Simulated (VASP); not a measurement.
The system is Mo.

```
Mo
1.0
    -1.58381    1.58381    1.58381
     1.58381   -1.58381    1.58381
     1.58381    1.58381   -1.58381
Mo
1
Cartesian
  0.0000 0.0000 0.0000
```

* Program: VASP 6.6.1
* Task: relaxation of cell and atoms
* Functional: PBE
* Dispersion: D4
* Potentials or basis: VASP PAW PBE potentials, release 64 (Mo_sv)
* Cutoff: 600 eV
* k mesh: 12 × 12 × 12
* Occupations: fermi-dirac, width 0.05 eV
* Spin: no spin polarisation

At the start: pressure -7.2 GPa; volume 15.89 Å³/atom.

Q: Where does the relaxation end?

A: Over 4 steps the energy falls by 9.9 meV/atom and the volume is 15.46 Å³/atom (-2.7 %); space group Im-3m (No. 229, to 0.05 Å).

Step by step:
```tsv
step	energy change (eV)	largest force (eV/Å)	pressure (GPa)	volume (Å³)
1	0.0000	0.0000	-7.19	15.89
2	0.0753	0.0000	25.38	14.31
3	-0.0099	0.0000	-0.25	15.47
4	-0.0099	0.0000	-0.02	15.46
```

Final structure:
```xyz
1
Lattice="-1.5693 1.5693 1.5693 1.5693 -1.5693 1.5693 1.5693 1.5693 -1.5693" Properties=species:S:1:pos:R:3 pbc="T T T"
Mo    3.1387    0.0000    0.0000
```

Caveat: pairwise dispersion overbinds metals, which lowers pressure and volume.
